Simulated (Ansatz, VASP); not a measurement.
## GaAs in VASP and in Ansatz

```
Ga As
1.0
     0.00000    2.94641    2.94641
     2.94641    0.00000    2.94641
     2.94641    2.94641    0.00000
Ga As
1 1
Direct
  0.00000 0.00000 0.00000
  0.25000 0.25000 0.25000
```

Change from the starting cell: hydrostatic strain +4.0%.

Alike in both runs: task single point; functional PBE; k mesh 8 × 8 × 8; occupations fermi-dirac, width 0.02 eV; no spin polarisation.

```csv
,VASP,Ansatz
version,VASP 6.6.1,Ansatz 0.2.0
potentials or method,"VASP PAW PBE potentials, release 64 (Ga_d, As)","plane waves, PAW"
plane-wave cutoff (eV),520,420
valence electrons in the cell,18,28
```

VASP gave:

| Property | Result |
| --- | --- |
| pressure (GPa) | -3.7 |

Q: Estimate Ansatz's values.

A: Pressure (GPa): -3.8.

VASP's potentials hold 18 valence electrons a cell and Ansatz's 28, so a difference there can come from the potentials and not from the codes.
